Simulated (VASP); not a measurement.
Set up this calculation in VASP 6.6.1, as the native input.

```
Task                   : single point
Functional             : LDA
Potentials or basis    : VASP PAW LDA potentials, release 64 (Mg_sv, O)
Cutoff                 : 840 eV
k mesh                 : 6 × 6 × 6
Occupations            : gaussian, width 0.05 eV
Spin                   : no spin polarisation
Dipole correction      : no
Further INCAR settings : ALGO = Normal; EDIFF = 1e-06; NBANDS = 42
```

The structure of MgO lies in POSCAR:

```
MgO
1.0
    4.1607146133      0.0000000000      0.0000000000
    0.0000000000     -4.1607146133      0.0000000000
    0.0000000000      0.0000000000     -4.1607146133
Mg O
4 4
Direct
   -0.0883731667      1.0883731667      1.0249957062
    0.5000000000      0.5000000000      1.0000000000
    0.5000000000      1.0000000000      0.5000000000
    0.0000000000      0.5000000000      0.5000000000
    0.5000000000      0.0000000000      0.0000000000
    0.0000000000      0.5000000000      0.0000000000
    0.0000000000      0.0000000000      0.5000000000
    0.5000000000      0.5000000000      0.5000000000
```

This cell differs from its parent crystal: atom 1 (Mg) moved by -0.520 Å along [1 1 0] and -0.104 Å along [0 0 1].

One way to write it, as run:

INCAR

```
SYSTEM = MgO
PREC = Accurate
ENCUT = 840
EDIFF = 1E-6
ISMEAR = 0
SIGMA = 0.05
LREAL = .False.
LASPH = .True.
NELM = 120
ALGO = Normal
ISIF = 2
LWAVE = .False.
LCHARG = .True.
LELF = .True.
LVHAR = .True.
NBANDS = 42
GGA_COMPAT = .False.
```

KPOINTS

```
Automatic mesh
0
Gamma
  6 6 6
  0 0 0
```

Potentials or basis: VASP PAW LDA potentials, release 64 (Mg_sv, O).

Launch:

```console
$ cat potpaw_LDA.64/Mg_sv/POTCAR potpaw_LDA.64/O/POTCAR > POTCAR
$ mpirun -np 1 vasp_std > vasp.out
```

Results of the run:

```yaml
Pressure: 9.7 GPa
Largest_force: 7.015 eV/Å
Band_gap_on_the_k_mesh: 4.94 eV
```

Caveat: the cell differs from its parent crystal (atom 1 (Mg) moved by -0.520 Å along [1 1 0] and -0.104 Å along [0 0 1]); the stress differs along the axes, from 2 to 14 GPa; forces of over 1 eV/Å act on the atoms, so gaps and moduli don't describe the material at rest.

It took 3 min on 1 thread of Intel(R) Xeon(R) 6975P-C (Granite Rapids) (shared host), peak memory 0.4 GiB.
